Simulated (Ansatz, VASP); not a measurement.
# One calculation of TiAl, two programs

The input INCAR:

```
  PREC = Accurate
  ENCUT = 520
  EDIFF = 1E-6
  ISMEAR = 0
  SIGMA = 0.15
  LREAL = F
  LASPH = T
  NELM = 80
  ALGO = Fast
  ISIF = 2
  LWAVE = F
  LCHARG = T
  GGA = PS
  LELF = T
  LVHAR = T
  NBANDS = 14
```

File KPOINTS:

```
regular mesh
0
Gamma
  16 16 16
```

The input POSCAR:

```
TiAl
1.0
    3.1790640000      0.0000000000      0.0000000000
    0.0000000000      3.1790640000      0.0000000000
    0.0000000000      0.0000000000      3.1790640000
Ti Al
1 1
Direct
    0.0000000000      0.0000000000     -0.0157278998
    0.5000000000      0.5000000000      0.5000000000
```

Input for Ansatz:

```yaml
crystal:
  lattice:
    - [3.179064, 0.0, 0.0]
    - [0.0, 3.179064, 0.0]
    - [0.0, 0.0, 3.179064]
  atoms:
    - { symbol: Ti, position: [0.0, 0.0, -0.0157278998] }
    - { symbol: Al, position: [0.5, 0.5, 0.5] }
basis:
  ecutwfc: 420
kpoints:
  mp_grid: { grid: [16, 16, 16] }
hamiltonian:
  xc: pbesol
scf:
  occupations: { method: gaussian, width: 0.15 }
output:
  forces: true
  stress: true
  eigenvalues: true
```

Change from the starting cell: all Ti atoms moved -0.050 Å, as atom 1 along Cartesian [0 0 1].

Alike in both runs: task single point; functional PBEsol; k mesh 16 × 16 × 16; occupations gaussian, width 0.15 eV; no spin polarisation.

```csv
,VASP,Ansatz
version,VASP 6.6.1,Ansatz 0.2.0
potentials or method,"VASP PAW PBE potentials, release 64 (Ti_sv, Al), cutoff 520 eV","scalar-relativistic, plane waves, PAW"
valence electrons in the cell,15,15
```

```tsv
	VASP	Ansatz	Ansatz less VASP
gap on the k mesh at the Fermi level (eV)	none	none	-
pressure (GPa)	-2.3	-2.3	-0.05
traceless stress, the component that is largest in VASP (GPa)	-0.07	-0.07	+0.001
rms of the force components (eV/Å)	0.178	0.178	-0.0004
```

VASP's potentials were made for PBE, not for PBEsol. Atom by atom the forces differ by 0.000 eV/Å (rms over components). A gap of «none» marks a metal or a gap that the smearing closes. The functional is the same, so the differences come from potentials, cutoffs and numerics.
